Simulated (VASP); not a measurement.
# Zr3S2 (P6mm) in VASP: a series of runs

The runs below take Zr3S2 through single point, relaxation of cell and atoms, with PBE.

Program: VASP 6.6.1. These are calculated values, not measurements. Logs are shortened: lines on timing, memory, paths and dates and some standing lists are left out, and cuts for length are marked.

## 1. The cell of the first run

The structure is hexagonal, space group P6mm (No. 183). The conventional cell has a = 3.936 Å, b = 3.936 Å, c = 9.024 Å, α = 90.00°, β = 90.00°, γ = 120.00°. Within 3.0 Å of Zr (site symmetry 3m) lie 3 Zr at 2.27 Å and 1 S at 2.41 Å. Within 4.4 Å of Zr (site symmetry 6mm) lie 6 S at 3.32 Å and 6 Zr at 3.94 Å. S (site symmetry 3m) has 3 S at 2.27 Å and 1 Zr at 2.41 Å within 3.0 Å.

The cell was built from a structure type or drawn by symmetry, and may not be a known phase.

## 2. Single point, PBE

File INCAR:

```
PREC = Accurate
ENCUT = 520
EDIFF = 1E-7
ISMEAR = 0
SIGMA = 0.1
LREAL = False
LASPH = True
NELM = 80
ALGO = Normal
ISIF = 2
LWAVE = False
LCHARG = True
GGA = PE
LELF = True
LVHAR = True
NBANDS = 32
```

File KPOINTS:

```
Automatic mesh
0
Gamma
  6 6 2
```

File POSCAR:

```
Zr3S2
1.0
    3.9361163300      0.0000000000      0.0000000000
   -1.9680581600      3.4087767300      0.0000000000
    0.0000000000      0.0000000000      9.0244243400
Zr S
3 2
Direct
    0.3333333300      0.6666666700      0.9816251700
    0.6666666700      0.3333333300      0.9816251700
    0.0000000000      0.0000000000      0.5166572700
    0.3333333300      0.6666666700      0.2481642900
    0.6666666700      0.3333333300      0.2481642900
```

Potentials or basis: VASP PAW PBE potentials, release 64 (Zr_sv, S).

Run with:

```
> cat potpaw_PBE.64/Zr_sv/POTCAR potpaw_PBE.64/S/POTCAR > POTCAR
> mpirun -np 1 vasp_std > vasp.out
```

OUTCAR:

```text
PREC = Accurate
   ENCUT = 520
   EDIFF = 1E-7
   ISMEAR = 0
   LREAL = False
   LASPH = True
   NELM = 80
   ISIF = 2
   GGA = PE

 ion  position               nearest neighbor table
   1  0.333  0.667  0.982-   2 2.27   2 2.27   2 2.27   4 2.41   5 3.31   5 3.31   5 3.31
   2  0.667  0.333  0.982-   1 2.27   1 2.27   1 2.27   5 2.41   4 3.31   4 3.31   4 3.31
   3  0.000  0.000  0.517-   4 3.32   5 3.32   4 3.32   5 3.32   5 3.32   4 3.32
   4  0.333  0.667  0.248-   5 2.27   5 2.27   5 2.27   1 2.41   2 3.31   2 3.31   2 3.31   3 3.32
                             3 3.32   3 3.32
   5  0.667  0.333  0.248-   4 2.27   4 2.27   4 2.27   2 2.41   1 3.31   1 3.31   1 3.31   3 3.32
                             3 3.32   3 3.32

  LATTYP: Found a hexagonal cell.
 ALAT       =     3.9361163300
 C/A-ratio  =     2.2927229745

  Lattice vectors:

 A1 = (   3.9361163300,   0.0000000000,   0.0000000000)
 A2 = (  -1.9680581600,   3.4087767300,   0.0000000000)
 A3 = (   0.0000000000,   0.0000000000,   9.0244243400)

Analysis of symmetry for initial positions (statically):
=====================================================================
 Subroutine PRICEL returns:
 Original cell was already a primitive cell.

 Routine SETGRP: Setting up the symmetry group for a
 hexagonal supercell.

 Subroutine GETGRP returns: Found 12 space group operations
 (whereof 12 operations were pure point group operations)
 out of a pool of 24 trial point group operations.

The static configuration has the point symmetry C_6v.

Analysis of symmetry for dynamics (positions and initial velocities):
=====================================================================
 Subroutine PRICEL returns:
 Original cell was already a primitive cell.

 Routine SETGRP: Setting up the symmetry group for a
 hexagonal supercell.

 Subroutine GETGRP returns: Found 12 space group operations
 (whereof 12 operations were pure point group operations)
 out of a pool of 24 trial point group operations.

The dynamic configuration has the point symmetry C_6v.

 Subroutine INISYM returns: Found 12 space group operations
 (whereof 12 operations are pure point group operations),
 and found     1 'primitive' translations

----------------------------------------------------------------------------------------

                                     Primitive cell

  volume of cell :     121.0838

  direct lattice vectors                    reciprocal lattice vectors
[... 84 lines left out ...]
   EDIFFG = 0.1E-05   stopping-criterion for IOM
   NSW    =      0    number of steps for IOM
   IBRION =     -1    ionic relax: 0-MD 1-quasi-New 2-CG
   NFREE  =      0    steps in history (QN), initial steepest desc. (CG)
   ISIF   =      2    stress and relaxation
   ISYM   =      2    0-nonsym 1-usesym 2-fastsym
   POTIM  = 0.5000    time-step for ionic-motion
   TEBEG  =    0.0;   TEEND  =   0.0 temperature during run
   PSTRESS=    0.0 pullay stress
   NELECT =      48.0000    total number of electrons
   NUPDOWN=      -1.0000    fix difference up-down
   EMIN   =  10.00;   EMAX   =-10.00  energy-range for DOS
   EFERMI =   0.00;   METHOD = LEGACY
   ISMEAR =     0;   SIGMA  =   0.10  broadening in eV -4-tet -1-fermi 0-gaus
   EFERMI_NEDOS =   21; number of points for ismear=-14 and -15
   IALGO  =     38    algorithm
   IMIX   =      4    mixing-type and parameters
     AMIX     =   0.40;   BMIX     =  1.00
     AMIX_MAG =   1.60;   BMIX_MAG =  1.00
  volume/ion in A,a.u.               =      24.22       163.42
  Fermi-wavevector in a.u.,A,eV,Ry     =   1.202615  2.272613 19.677869  1.446283
  Thomas-Fermi vector in A             =   2.338391
   LORBIT       =      0    0 simple, 1 ext, 2 COOP (PROOUT), +10 PAW based schemes
   GGA     = PE    functional components
   LHFCALC =     F    Hartree Fock is set to
   AEXX    =    0.0000 exact exchange contribution
   IVDW    =     0    specifies the selected vdW correction
   LEPSILON=     F    determine dielectric tensor
   LRPA    =     F    only Hartree local field effects (RPA)
 non-spin polarized calculation
 Gauss-broadening in eV      SIGMA  =   0.10
  energy-cutoff  :      520.00
  volume of cell :      121.08
 maximum number of plane-waves:      3303
 NGX is ok and might be reduce to    30
   NGX = 15   NGY = 15   NGZ = 33

 number of electron      47.9999997 magnetization

 Free energy of the ion-electron system (eV)
  ---------------------------------------------------
  ext. energy  EPLUGINS =         0.00000000
  ---------------------------------------------------
  free energy    TOTEN  =       -23.84232297 eV

  energy without entropy =      -23.80201757  energy(sigma->0) =      -23.82217027

 E-fermi :   6.5963     XC(G=0):  -9.8325

 val. band max:        6.5668257020   @ k =   0.3333   0.1667   0.0000
 cond. band min:       6.5991369886   @ k =   0.1667   0.0000   0.0000
 fundamental gap:      0.0323112866
 Fermi energy:         6.5962525016

 k-point     1 :       0.0000    0.0000    0.0000
  band No.  band energies     occupation
      1     -43.8931      2.00000
      2     -42.4780      2.00000
      3     -40.2978      2.00000
      4     -21.9845      2.00000
      5     -21.9845      2.00000
      6     -21.8797      2.00000
[... 479 lines left out ...]
     31       8.9747      0.00000
     32      10.3660      0.00000

------------------------ aborting loop because EDIFF is reached ----------------------------------------

  FORCE on cell =-STRESS in cart. coord.  units (eV):
  Direction    XX          YY          ZZ          XY          YZ          ZX
  --------------------------------------------------------------------------------------
  -------------------------------------------------------------------------------------
  Total       16.2598125     16.2598124     -3.3916127      0.0000000      0.0000000      0.0000000
  in kB      215.1493926    215.1493921    -44.8777258      0.0000003      0.0000000      0.0000000
  external PRESSURE =     128.4736863 kB  Pullay stress =       0.0000000 kB

 VOLUME and BASIS-vectors are now :
 -----------------------------------------------------------------------------
  energy-cutoff  :      520.00
  volume of cell :      121.08
      direct lattice vectors                 reciprocal lattice vectors
     3.936116330  0.000000000  0.000000000     0.254057532  0.146680184  0.000000000
    -1.968058160  3.408776730  0.000000000     0.000000000  0.293360369  0.000000000
     0.000000000  0.000000000  9.024424340     0.000000000  0.000000000  0.110810392

 POSITION                                       TOTAL-FORCE (eV/Angst)
 -----------------------------------------------------------------------------------
     -0.00000      2.27252      8.85860        -0.000000      0.000000     -1.830742
      1.96806      1.13626      8.85860         0.000000     -0.000000     -1.830742
      0.00000      0.00000      4.66253        -0.000000      0.000000     -1.121607
     -0.00000      2.27252      2.23954        -0.000000      0.000000      2.391546
      1.96806      1.13626      2.23954         0.000000      0.000000      2.391546
 -----------------------------------------------------------------------------------
    total drift:                               -0.000000     -0.000000      0.000160

  FREE ENERGIE OF THE ION-ELECTRON SYSTEM (eV)
  ---------------------------------------------------
  free  energy   TOTEN  =       -23.8423229743 eV

  energy  without entropy=      -23.8020175740  energy(sigma->0) =      -23.82217027
```

stdout:

```text
POSCAR found type information on POSCAR ZrS
 POSCAR found :  2 types and       5 ions
 scaLAPACK will be used
 LDA part: xc-table for (Slater+PW92), standard interpolation
 POSCAR, INCAR and KPOINTS ok, starting setup
 FFT: planning ... GRIDC
 FFT: planning ... GRID_SOFT
 FFT: planning ... GRID
 WAVECAR not read
 entering main loop
```

Run time: 46 s. Hardware: 1 thread of AMD EPYC 9R45 (Zen 5), shared host; peak memory 0.22 GiB.

What came out:

```yaml
Free_energy: -23.8423 eV
Pressure: 12.8 GPa
Largest_force: 2.392 eV/Å
Band_gap_on_the_k_mesh: zero (bands 24 and 25 overlap by 1.26 eV)
```

Forces on the atoms (eV/Å):
```
Zr   0.000  0.000 -1.831
Zr   0.000  0.000 -1.831
Zr   0.000  0.000 -1.122
S    0.000  0.000  2.392
S    0.000  0.000  2.392
```

Levels at points of the mesh, in eV from the Fermi level:
```
           k point  band 20  band 21  band 22  band 23  band 24  band 25  band 26  band 27  band 28  band 29
(0.00, 0.00, 0.00)    -1.40    -1.40    -0.92    -0.52    -0.45    -0.45     0.48     0.48     1.32     1.32
(0.50, 0.00, 0.00)    -1.27    -1.06    -0.83    -0.64    -0.11     0.86     0.91     1.27     1.81     1.82
(0.00, 0.00, 0.50)    -1.40    -1.40    -0.95    -0.93    -0.40    -0.40     0.42     0.42     1.32     1.39
(0.50, 0.00, 0.50)    -1.32    -1.06    -0.97    -0.27    -0.13     0.83     1.05     1.11     1.82     1.88
```

Caveat: the cell stands under pressure; forces of over 1 eV/Å act on the atoms, so gaps and moduli don't describe the material at rest.

(Part 1 of 2 ends here.)
